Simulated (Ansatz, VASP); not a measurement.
This is a calculation of GaN for Ansatz 0.2.0.

File input.yaml:

```yaml
crystal:
  lattice:
    - [3.2010602164, 0.0, 0.0]
    - [-1.6005301082, 2.7721994664, 0.0]
    - [0.0, 0.0, 5.2002129176]
  atoms:
    - { symbol: Ga, position: [0.6666666667, 0.3333333333, 0.5] }
    - { symbol: Ga, position: [0.3333333333, 0.6666666667, 0.0] }
    - { symbol: "N", position: [0.6666666667, 0.3333333333, 0.875] }
    - { symbol: "N", position: [0.3333333333, 0.6666666667, 0.375] }
hamiltonian:
  xc: { exchange: b88, correlation: pbe }
  pseudopotentials: { kind: paw }
kpoints:
  mp_grid: { grid: [10, 10, 5] }
scf:
  occupations: { method: fermi_dirac, width: 0.05 }
output:
  forces: true
  stress: true
  eigenvalues: true
```

Potentials or basis: Ansatz PAW.

Command:

```console
$ ansatz run input.yaml --threads 2 --pin off --max-ram 5120MiB --backend cpu --events-out ev --progress --plain --runs-dir out
```

**Question.** Set up the same calculation for VASP 6.6.1. Potentials there: VASP PAW PBE potentials, release 64 (Ga_d, N).

**Answer.** As run (the cutoff follows the program's own potentials):

The input INCAR:

```
  ALGO = Normal
  EDIFF = 1E-6
  ENCUT = 600
  GGA = LIBXC
  GGA_COMPAT = F
  ISIF = 2
  ISMEAR = -1
  LASPH = T
  LCHARG = F
  LIBXC1 = GGA_X_B88
  LIBXC2 = GGA_C_PBE
  LREAL = F
  LWAVE = F
  NBANDS = 26
  NELM = 120
  PREC = Accurate
  SIGMA = 0.05
```

File KPOINTS:

```
k-points
0
Gamma
  10 10 5
```

File POSCAR:

```
GaN
1.0
    3.2010602164      0.0000000000      0.0000000000
   -1.6005301082      2.7721994664      0.0000000000
    0.0000000000      0.0000000000      5.2002129176
Ga N
2 2
Direct
    0.6666666667      0.3333333333      0.5000000000
    0.3333333333      0.6666666667      0.0000000000
    0.6666666667      0.3333333333      0.8750000000
    0.3333333333      0.6666666667      0.3750000000
```

Potentials or basis: VASP PAW PBE potentials, release 64 (Ga_d, N).

The run is started by

```bash
$ cat potpaw_PBE.64/Ga_d/POTCAR potpaw_PBE.64/N/POTCAR > POTCAR
$ mpirun -np 1 vasp_std > vasp.out
```

Both were run:

|  | VASP | Ansatz | Ansatz less VASP |
| --- | --- | --- | --- |
| gap on the k mesh at the Fermi level (eV) | 1.84 | 1.82 | -0.019 |
| least direct gap on the mesh (eV) | 1.84 | 1.82 | -0.019 |
| pressure (GPa) | 3.0 | 3.0 | +0.05 |
| traceless stress, the component that is largest in VASP (GPa) | 1.34 | 1.33 | -0.006 |
| rms of the force components (eV/Å) | 0.075 | 0.075 | +0.0007 |

VASP's potentials were made for PBE, not for b88 exchange, pbe correlation. Atom by atom the forces differ by 0.001 eV/Å (rms over components). With one functional, cell and mesh, what is left measures potentials, basis and numerics.

Noted on Ansatz's run: odd divisions of the mesh miss points on the zone boundary, where band edges often lie, so the gap on the mesh can be too wide.
